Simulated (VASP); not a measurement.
Rb: single point with LDA

Crystal: Rb.

```
Rb
1.0
    -2.68596    2.68596    2.68596
     2.68596   -2.68596    2.68596
     2.68596    2.68596   -2.68596
Rb
1
Direct
  0.00000 0.00000 0.00000
```

```yaml
Program: VASP 6.6.1
Task: single point
Functional: LDA
Potentials_or_basis: VASP PAW LDA potentials, release 64 (Rb_sv)
Cutoff: 520 eV
k_mesh: 8 × 8 × 8
Occupations: fermi-dirac, width 0.03 eV
Spin: no spin polarisation
```

| Quantity | Value |
| --- | --- |
| Pressure | 0.0 GPa |

Levels at points of the mesh, in eV from the Fermi level:
```csv
k point,band 1,band 2,band 3,band 4,band 5,band 6,band 7,band 8,band 9
"(0.00, 0.00, 0.00)",-28.75,-12.83,-12.83,-12.83,-2.24,3.69,3.69,3.69,4.79
"(0.50, 0.00, 0.00)",-28.74,-13.00,-12.88,-12.83,0.13,0.94,2.51,4.47,5.45
"(0.50, 0.50, 0.50)",-28.73,-12.95,-12.95,-12.95,1.12,1.12,3.66,3.66,3.66
```

Wall time 21 s on 1 thread of Intel Xeon 6975P-C, on a shared host, peak memory 0.17 GiB.
